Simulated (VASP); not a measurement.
Input of a VASP 6.6.1 run:

INCAR

```
  PREC = Accurate
  ENCUT = 520
  EDIFF = 1E-6
  ISMEAR = 0
  SIGMA = 0.05
  LREAL = F
  LASPH = T
  NELM = 150
  ALGO = Normal
  ISIF = 2
  LWAVE = F
  LCHARG = F
  ISPIN = 2
  MAGMOM = 7.04 0
  LORBIT = 11
  LMAXMIX = 6
  GGA = PE
  NBANDS = 24
```

KPOINTS

```
regular mesh
0
Gamma
  10 10 10
```

POSCAR

```
EuOs
1.0
    3.5349245325      0.0000000000      0.0000000000
    0.0000000000      3.5349245325      0.0000000000
    0.0000000000      0.0000000000      3.5349245325
Eu Os
1 1
Direct
    0.0000000000      0.0000000000      0.0000000000
    0.5000000000      0.5000000000      0.5000000000
```

Potentials or basis: VASP PAW PBE potentials, release 64 (Eu, Os).

Launch:

```console
$ cat potpaw_PBE.64/Eu/POTCAR potpaw_PBE.64/Os/POTCAR > POTCAR
$ mpirun -np 1 vasp_std > vasp.out
```

(1) Estimate the site moments.

(2) What does it give for the pressure?

(3) What does it give for the net moment?

## Answers

(1) Eu +6.29; Os -0.86 μB.

(2) -5.8 GPa.

(3) 5.70 μB per cell.
